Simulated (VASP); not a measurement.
# LaRe (Pm-3m) in VASP: a series of runs, part 2 of 2

VASP 6.6.1.

### Step 3. Single point, PBE

The input, INCAR:

```
ALGO = Normal
EDIFF = 1E-6
ENCUT = 520
GGA = PE
ISIF = 2
ISMEAR = 0
LASPH = T
LCHARG = F
LREAL = F
LWAVE = F
NBANDS = 16
NELM = 80
PREC = Accurate
SIGMA = 0.05
```

The input, KPOINTS:

```
k-points
0
Gamma
  10 10 10
```

The input, POSCAR:

```
LaRe
1.0
    3.5835543759      0.0000000000      0.0000000000
    0.0000000000      3.5835543759      0.0000000000
    0.0000000000      0.0000000000      3.5835543759
La Re
1 1
Direct
    0.0000000000      0.0000000000      0.0000000000
    0.5000000000      0.5000000000      0.5000000000
```

Potentials or basis: VASP PAW PBE potentials, release 64 (La, Re).

Command:

```bash
$ cat potpaw_PBE.64/La/POTCAR potpaw_PBE.64/Re/POTCAR > POTCAR
$ mpirun -np 1 vasp_std > vasp.out
```

OUTCAR:

```text
EDIFF = 1E-6
   ENCUT = 520
   GGA = PE
   ISIF = 2
   ISMEAR = 0
   LASPH = T
   LREAL = F
   NELM = 80
   PREC = Accurate

 ion  position               nearest neighbor table
   1  0.000  0.000  0.000-   2 3.10   2 3.10   2 3.10   2 3.10   2 3.10   2 3.10   2 3.10   2 3.10

   2  0.500  0.500  0.500-   1 3.10   1 3.10   1 3.10   1 3.10   1 3.10   1 3.10   1 3.10   1 3.10

  LATTYP: Found a simple cubic cell.
 ALAT       =     3.5835543759

  Lattice vectors:

 A1 = (   3.5835543759,   0.0000000000,   0.0000000000)
 A2 = (   0.0000000000,   3.5835543759,   0.0000000000)
 A3 = (   0.0000000000,   0.0000000000,   3.5835543759)

Analysis of symmetry for initial positions (statically):
=====================================================================
 Subroutine PRICEL returns:
 Original cell was already a primitive cell.

 Routine SETGRP: Setting up the symmetry group for a
 simple cubic supercell.

 Subroutine GETGRP returns: Found 48 space group operations
 (whereof 48 operations were pure point group operations)
 out of a pool of 48 trial point group operations.

The static configuration has the point symmetry O_h .

Analysis of symmetry for dynamics (positions and initial velocities):
=====================================================================
 Subroutine PRICEL returns:
 Original cell was already a primitive cell.

 Routine SETGRP: Setting up the symmetry group for a
 simple cubic supercell.

 Subroutine GETGRP returns: Found 48 space group operations
 (whereof 48 operations were pure point group operations)
 out of a pool of 48 trial point group operations.

The dynamic configuration has the point symmetry O_h .

 Subroutine INISYM returns: Found 48 space group operations
 (whereof 48 operations are pure point group operations),
 and found     1 'primitive' translations

----------------------------------------------------------------------------------------

[... 111 lines left out ...]
     AMIX     =   0.40;   BMIX     =  1.00
     AMIX_MAG =   1.60;   BMIX_MAG =  1.00
  volume/ion in A,a.u.               =      23.01       155.28
  Fermi-wavevector in a.u.,A,eV,Ry     =   1.197250  2.262475 19.502708  1.433409
  Thomas-Fermi vector in A             =   2.333170
   LORBIT       =      0    0 simple, 1 ext, 2 COOP (PROOUT), +10 PAW based schemes
   GGA     = PE    functional components
   LHFCALC =     F    Hartree Fock is set to
   AEXX    =    0.0000 exact exchange contribution
   IVDW    =     0    specifies the selected vdW correction
   LEPSILON=     F    determine dielectric tensor
   LRPA    =     F    only Hartree local field effects (RPA)
 non-spin polarized calculation
 Gauss-broadening in eV      SIGMA  =   0.05
  energy-cutoff  :      520.00
  volume of cell :       46.02
 maximum number of plane-waves:      1261
 NGX is ok and might be reduce to    28
   NGX = 13   NGY = 13   NGZ = 13

 number of electron      18.0000001 magnetization

 Free energy of the ion-electron system (eV)
  ---------------------------------------------------
  ext. energy  EPLUGINS =         0.00000000
  ---------------------------------------------------
  free energy    TOTEN  =       -15.67379571 eV

  energy without entropy =      -15.66930734  energy(sigma->0) =      -15.67155152

 E-fermi :   8.2260     XC(G=0): -11.4669

 val. band max:        8.2248044102   @ k =   0.5000   0.3000   0.3000
 cond. band min:       8.2266887408   @ k =   0.2000   0.2000   0.1000
 fundamental gap:      0.0018843306
 Fermi energy:         8.2259865817

 k-point     1 :       0.0000    0.0000    0.0000
  band No.  band energies     occupation
      1     -23.0745      2.00000
      2      -6.4277      2.00000
      3      -6.4277      2.00000
      4      -6.4277      2.00000
      5       3.2700      2.00000
      6       5.0827      2.00000
[... 433 lines left out ...]
      3      -6.5053      2.00000
      4      -6.5022      2.00000
      5       5.2194      2.00000
      6       5.9386      2.00000
[... 8 lines left out ...]
     15      12.1019      0.00000
     16      12.1127      0.00000

 [... further k-points ...]

------------------------ aborting loop because EDIFF is reached ----------------------------------------

  FORCE on cell =-STRESS in cart. coord.  units (eV):
  Direction    XX          YY          ZZ          XY          YZ          ZX
  --------------------------------------------------------------------------------------
  -------------------------------------------------------------------------------------
  Total       -0.0159296     -0.0159296     -0.0159296      0.0000000     -0.0000000      0.0000000
  in kB       -0.5545933     -0.5545933     -0.5545933      0.0000000     -0.0000000      0.0000000
  external PRESSURE =      -0.5545933 kB  Pullay stress =       0.0000000 kB

 VOLUME and BASIS-vectors are now :
 -----------------------------------------------------------------------------
  energy-cutoff  :      520.00
  volume of cell :       46.02
      direct lattice vectors                 reciprocal lattice vectors
     3.583554376  0.000000000  0.000000000     0.279052554  0.000000000  0.000000000
     0.000000000  3.583554376  0.000000000     0.000000000  0.279052554  0.000000000
     0.000000000  0.000000000  3.583554376     0.000000000  0.000000000  0.279052554

 POSITION                                       TOTAL-FORCE (eV/Angst)
 -----------------------------------------------------------------------------------
      0.00000      0.00000      0.00000         0.000000      0.000000      0.000000
      1.79178      1.79178      1.79178         0.000000      0.000000      0.000000
 -----------------------------------------------------------------------------------
    total drift:                                0.000000      0.000000      0.000000

  FREE ENERGIE OF THE ION-ELECTRON SYSTEM (eV)
  ---------------------------------------------------
  free  energy   TOTEN  =       -15.6737957106 eV

  energy  without entropy=      -15.6693073367  energy(sigma->0) =      -15.67155152
```

stdout:

```text
POSCAR found type information on POSCAR LaRe
 POSCAR found :  2 types and       2 ions
 scaLAPACK will be used
 LDA part: xc-table for (Slater+PW92), standard interpolation
 POSCAR, INCAR and KPOINTS ok, starting setup
 FFT: planning ... GRIDC
 FFT: planning ... GRID_SOFT
 FFT: planning ... GRID
 WAVECAR not read
 entering main loop
```

Run time: 55 s. Hardware: 1 thread of Intel Xeon Platinum 8375C at 2.90GHz (Ice Lake), shared host; peak memory 0.2 GiB.

Results:

| Quantity | Value |
| --- | --- |
| Free energy | -15.6738 eV |
| Pressure | -0.1 GPa |
| Band gap on the k mesh | zero (bands 9 and 10 overlap by 1.99 eV) |

Levels at points of the mesh, in eV from the Fermi level:
| k point | band 5 | band 6 | band 7 | band 8 | band 9 | band 10 | band 11 | band 12 | band 13 | band 14 |
| --- | --- | --- | --- | --- | --- | --- | --- | --- | --- | --- |
| (0.00, 0.00, 0.00) | -4.96 | -3.14 | -3.14 | -0.05 | -0.05 | -0.05 | 3.54 | 3.54 | 3.54 | 3.62 |
| (0.50, 0.00, 0.00) | -1.94 | -1.59 | -1.08 | -0.05 | -0.05 | 0.20 | 0.67 | 1.43 | 2.69 | 2.69 |
| (0.50, 0.50, 0.00) | -4.11 | -2.34 | -1.48 | -1.48 | 1.45 | 1.54 | 2.57 | 2.57 | 3.59 | 3.61 |
| (0.50, 0.50, 0.50) | -0.90 | -0.90 | -0.90 | -0.06 | -0.06 | -0.06 | 1.40 | 1.62 | 1.62 | 3.69 |

Caveat: spin-orbit coupling is left out, which moves the levels of the heavy elements.

### Step 4. Single point, PBE

The input, INCAR:

```
SYSTEM = LaRe
PREC = Accurate
ENCUT = 520
EDIFF = 1E-6
ISMEAR = -1
SIGMA = 0.025
LREAL = .False.
LASPH = .True.
NELM = 100
ALGO = Normal
ISIF = 2
LWAVE = .False.
LCHARG = .True.
GGA = PE
LELF = .True.
LVHAR = .True.
NBANDS = 16
```

The input, KPOINTS:

```
regular mesh
0
Gamma
  10 10 10
  0 0 0
```

POSCAR is that of step 3.

Command:

```bash
$ cat potpaw_PBE.64/La/POTCAR potpaw_PBE.64/Re/POTCAR > POTCAR
$ mpirun -np 1 vasp_std > vasp.out
```

Run time: 60 s. Hardware: 1 thread of Intel Xeon Platinum 8375C at 2.90GHz (Ice Lake), shared host; peak memory 0.2 GiB.

It converged, with:

```yaml
Free_energy: -15.6753 eV
Pressure: 0.0 GPa
Band_gap_on_the_k_mesh: zero (bands 9 and 10 overlap by 1.99 eV)
```

Levels at points of the mesh, in eV from the Fermi level:
| k point | band 5 | band 6 | band 7 | band 8 | band 9 | band 10 | band 11 | band 12 | band 13 | band 14 |
| --- | --- | --- | --- | --- | --- | --- | --- | --- | --- | --- |
| (0.00, 0.00, 0.00) | -4.96 | -3.14 | -3.14 | -0.05 | -0.05 | -0.05 | 3.54 | 3.54 | 3.54 | 3.63 |
| (0.50, 0.00, 0.00) | -1.94 | -1.59 | -1.08 | -0.05 | -0.05 | 0.20 | 0.67 | 1.43 | 2.69 | 2.69 |
| (0.50, 0.50, 0.00) | -4.11 | -2.34 | -1.48 | -1.48 | 1.45 | 1.54 | 2.57 | 2.57 | 3.59 | 3.61 |
| (0.50, 0.50, 0.50) | -0.90 | -0.90 | -0.90 | -0.06 | -0.06 | -0.06 | 1.40 | 1.62 | 1.62 | 3.69 |

Caveat: spin-orbit coupling is left out, which moves the levels of the heavy elements.

### Step 5. Single point, PBEsol

The input, INCAR:

```
SYSTEM = LaRe
PREC = Accurate
ENCUT = 520
EDIFF = 1E-6
ISMEAR = 0
SIGMA = 0.05
LREAL = .FALSE.
LASPH = .TRUE.
NELM = 80
ALGO = Fast
ISIF = 2
LWAVE = .FALSE.
LCHARG = .FALSE.
GGA = PS
NBANDS = 16
```

The input, KPOINTS:

```
regular mesh
0
G
  10 10 10
  0 0 0
```

POSCAR is that of step 4.

Potentials or basis: VASP PAW PBE potentials, release 64 (La, Re).

Command:

```bash
$ cat potpaw_PBE.64/La/POTCAR potpaw_PBE.64/Re/POTCAR > POTCAR
$ mpirun -np 1 vasp_std > vasp.out
```

OUTCAR:

```text
SYSTEM = LaRe
   PREC = Accurate
   ENCUT = 520
   EDIFF = 1E-6
   ISMEAR = 0
   LREAL = .FALSE.
   LASPH = .TRUE.
   NELM = 80
   ISIF = 2
   GGA = PS

 ion  position               nearest neighbor table
   1  0.000  0.000  0.000-   2 3.10   2 3.10   2 3.10   2 3.10   2 3.10   2 3.10   2 3.10   2 3.10

   2  0.500  0.500  0.500-   1 3.10   1 3.10   1 3.10   1 3.10   1 3.10   1 3.10   1 3.10   1 3.10

  LATTYP: Found a simple cubic cell.
 ALAT       =     3.5835543759

  Lattice vectors:

 A1 = (   3.5835543759,   0.0000000000,   0.0000000000)
 A2 = (   0.0000000000,   3.5835543759,   0.0000000000)
 A3 = (   0.0000000000,   0.0000000000,   3.5835543759)

Analysis of symmetry for initial positions (statically):
=====================================================================
 Subroutine PRICEL returns:
 Original cell was already a primitive cell.

 Routine SETGRP: Setting up the symmetry group for a
 simple cubic supercell.

 Subroutine GETGRP returns: Found 48 space group operations
 (whereof 48 operations were pure point group operations)
 out of a pool of 48 trial point group operations.

The static configuration has the point symmetry O_h .

Analysis of symmetry for dynamics (positions and initial velocities):
=====================================================================
 Subroutine PRICEL returns:
 Original cell was already a primitive cell.

 Routine SETGRP: Setting up the symmetry group for a
 simple cubic supercell.

 Subroutine GETGRP returns: Found 48 space group operations
 (whereof 48 operations were pure point group operations)
 out of a pool of 48 trial point group operations.

The dynamic configuration has the point symmetry O_h .

 Subroutine INISYM returns: Found 48 space group operations
 (whereof 48 operations are pure point group operations),
 and found     1 'primitive' translations

----------------------------------------------------------------------------------------

                                     Primitive cell

[... 112 lines left out ...]
  Fermi-wavevector in a.u.,A,eV,Ry     =   1.197250  2.262475 19.502708  1.433409
  Thomas-Fermi vector in A             =   2.333170
   LORBIT       =      0    0 simple, 1 ext, 2 COOP (PROOUT), +10 PAW based schemes
   GGA     = PS    functional components
   LHFCALC =     F    Hartree Fock is set to
   AEXX    =    0.0000 exact exchange contribution
   IVDW    =     0    specifies the selected vdW correction
   LEPSILON=     F    determine dielectric tensor
   LRPA    =     F    only Hartree local field effects (RPA)
 non-spin polarized calculation
 RMM-DIIS sequential band-by-band and
 Gauss-broadening in eV      SIGMA  =   0.05
  energy-cutoff  :      520.00
  volume of cell :       46.02
 maximum number of plane-waves:      1261
 NGX is ok and might be reduce to    28
   NGX = 13   NGY = 13   NGZ = 13

 number of electron      18.0000001 magnetization

 Free energy of the ion-electron system (eV)
  ---------------------------------------------------
  ext. energy  EPLUGINS =         0.00000000
  ---------------------------------------------------
  free energy    TOTEN  =       -16.97973388 eV

  energy without entropy =      -16.97514780  energy(sigma->0) =      -16.97744084

 E-fermi :   8.0652     XC(G=0): -11.5950

 val. band max:        8.0402305092   @ k =   0.1000   0.0000   0.0000
 cond. band min:       8.0677848628   @ k =   0.2000   0.2000   0.1000
 fundamental gap:      0.0275543536
 Fermi energy:         8.0652481572

 k-point     1 :       0.0000    0.0000    0.0000
  band No.  band energies     occupation
      1     -23.1981      2.00000
      2      -6.4946      2.00000
      3      -6.4946      2.00000
      4      -6.4946      2.00000
      5       3.0521      2.00000
      6       4.8948      2.00000
[... 433 lines left out ...]
      3      -6.5744      2.00000
      4      -6.5710      2.00000
      5       5.0229      2.00000
      6       5.7547      2.00000
[... 8 lines left out ...]
     15      11.9813      0.00000
     16      12.0238      0.00000

 [... further k-points ...]

------------------------ aborting loop because EDIFF is reached ----------------------------------------

  FORCE on cell =-STRESS in cart. coord.  units (eV):
  Direction    XX          YY          ZZ          XY          YZ          ZX
  --------------------------------------------------------------------------------------
  -------------------------------------------------------------------------------------
  Total       -1.4504435     -1.4504435     -1.4504435      0.0000000      0.0000000     -0.0000000
  in kB      -50.4974452    -50.4974452    -50.4974452      0.0000000      0.0000000     -0.0000000
  external PRESSURE =     -50.4974452 kB  Pullay stress =       0.0000000 kB

 VOLUME and BASIS-vectors are now :
 -----------------------------------------------------------------------------
  energy-cutoff  :      520.00
  volume of cell :       46.02
      direct lattice vectors                 reciprocal lattice vectors
     3.583554376  0.000000000  0.000000000     0.279052554  0.000000000  0.000000000
     0.000000000  3.583554376  0.000000000     0.000000000  0.279052554  0.000000000
     0.000000000  0.000000000  3.583554376     0.000000000  0.000000000  0.279052554

 POSITION                                       TOTAL-FORCE (eV/Angst)
 -----------------------------------------------------------------------------------
      0.00000      0.00000      0.00000         0.000000      0.000000      0.000000
      1.79178      1.79178      1.79178         0.000000      0.000000      0.000000
 -----------------------------------------------------------------------------------
    total drift:                                0.000000      0.000000      0.000000

  FREE ENERGIE OF THE ION-ELECTRON SYSTEM (eV)
  ---------------------------------------------------
  free  energy   TOTEN  =       -16.9797338794 eV

  energy  without entropy=      -16.9751477996  energy(sigma->0) =      -16.97744084
```

OSZICAR:

```text
N       E                     dE             d eps       ncg     rms          rms(c)
DAV:   1     0.118551523440E+03    0.11855E+03   -0.67654E+03  2512   0.167E+03
DAV:   2    -0.576520159694E+01   -0.12432E+03   -0.11450E+03  3072   0.265E+02
DAV:   3    -0.174528275791E+02   -0.11688E+02   -0.11211E+02  3088   0.982E+01
DAV:   4    -0.184307648314E+02   -0.97794E+00   -0.94765E+00  2952   0.208E+01
[... 28 lines left out ...]
RMM:  33    -0.169797405110E+02   -0.11084E-05   -0.15102E-05  2223   0.710E-02    0.320E-02
RMM:  34    -0.169797380636E+02    0.24474E-05    0.21366E-05  2159   0.777E-02    0.372E-02
RMM:  35    -0.169797366357E+02    0.14279E-05    0.55351E-06  2160   0.867E-02    0.297E-02
RMM:  36    -0.169797342777E+02    0.23581E-05    0.17470E-05  2199   0.875E-02    0.400E-02
RMM:  37    -0.169797338794E+02    0.39826E-06    0.75076E-07  2177   0.816E-02
   1 F= -.16979734E+02 E0= -.16977441E+02  d E =-.458608E-02
```

stdout:

```text
POSCAR found type information on POSCAR LaRe
 POSCAR found :  2 types and       2 ions
 scaLAPACK will be used
 -----------------------------------------------------------------------------
|                                                                             |
|                                                                             |
|     You enforced a specific xc type in the INCAR file but a different       |
|     I HOPE YOU KNOW WHAT YOU ARE DOING!                                     |
|                                                                             |
 -----------------------------------------------------------------------------

 LDA part: xc-table for (Slater+PW92), standard interpolation
 POSCAR, INCAR and KPOINTS ok, starting setup
 FFT: planning ... GRIDC
 FFT: planning ... GRID_SOFT
 FFT: planning ... GRID
 WAVECAR not read
 entering main loop
```

Run time: 2.3 min. Hardware: 1 thread of Intel Xeon Platinum 8375C at 2.90GHz (Ice Lake), shared host; peak memory 0.2 GiB.

What came out:

```
Free energy            : -16.9797 eV
Pressure               : -5.0 GPa
Band gap on the k mesh : zero (bands 9 and 10 overlap by 1.97 eV)
```

Caveat: the cell stands under tension; the PAW data sets were made with another functional, which shifts forces and pressure a little; spin-orbit coupling is left out, which moves the levels of the heavy elements.

### Step 6. Single point, LDA

The input, INCAR:

```
  PREC = Accurate
  ENCUT = 520
  EDIFF = 1E-6
  ISMEAR = 0
  SIGMA = 0.05
  LREAL = False
  LASPH = True
  NELM = 60
  ALGO = Fast
  ISIF = 2
  LWAVE = False
  LCHARG = True
  LELF = True
  LVHAR = True
  NBANDS = 16
```

The input, KPOINTS:

```
regular mesh
0
Gamma
  10 10 10
```

POSCAR is that of step 5.

Potentials or basis: VASP PAW LDA potentials, release 64 (La, Re).

Command:

```bash
$ cat potpaw_LDA.64/La/POTCAR potpaw_LDA.64/Re/POTCAR > POTCAR
$ mpirun -np 1 vasp_std > vasp.out
```

It took 1.9 min on 1 thread of Intel Xeon Platinum 8375C at 2.90GHz (Ice Lake), shared host; peak memory 0.19 GiB.

It converged, with:

- Free energy: -17.6386 eV
- Pressure: -7.4 GPa
- Band gap on the k mesh: zero (bands 9 and 10 overlap by 1.94 eV)

Levels at points of the mesh, in eV from the Fermi level:
```csv
k point,band 5,band 6,band 7,band 8,band 9,band 10,band 11,band 12,band 13,band 14
"(0.00, 0.00, 0.00)",-4.95,-3.16,-3.16,-0.05,-0.05,-0.05,3.34,3.34,3.34,3.43
"(0.50, 0.00, 0.00)",-1.98,-1.56,-1.08,-0.05,-0.05,0.19,0.65,1.36,2.72,2.72
"(0.50, 0.50, 0.00)",-4.10,-2.35,-1.47,-1.47,1.40,2.49,2.51,3.38,3.38,3.41
"(0.50, 0.50, 0.50)",-0.85,-0.85,-0.85,-0.04,-0.04,-0.04,1.31,3.43,3.47,3.48
```

Caveat: the cell stands under tension; spin-orbit coupling is left out, which moves the levels of the heavy elements.

### Step 7. Overview

| level | potentials or basis | smearing | gap on the mesh (eV) | pressure (GPa) |
| --- | --- | --- | --- | --- |
| PBE | VASP PAW PBE potentials, release 64 (La, Re) | methfessel-paxton 0.1 eV | none | 0.0 |
| PBE | VASP PAW PBE potentials, release 64 (La, Re) | gaussian 0.05 eV | none | -0.1 |
| PBE | VASP PAW PBE potentials, release 64 (La, Re) | fermi-dirac 0.025 eV | none | 0.0 |
| PBEsol | VASP PAW PBE potentials, release 64 (La, Re) | gaussian 0.05 eV | none | -5.0 |
| LDA | VASP PAW LDA potentials, release 64 (La, Re) | gaussian 0.05 eV | none | -7.4 |

Alike in all rows: task single point; no spin polarisation; cell as given; k mesh 10 × 10 × 10; cutoff (eV) 520.

Caveats: spin-orbit coupling is left out, which moves the levels of the heavy elements; the cell stands under tension (at least some runs); the PAW data sets were made with another functional, which shifts forces and pressure a little (at least some runs).

Total energies depend on the potentials used, so only differences within one code and one set of settings carry meaning.
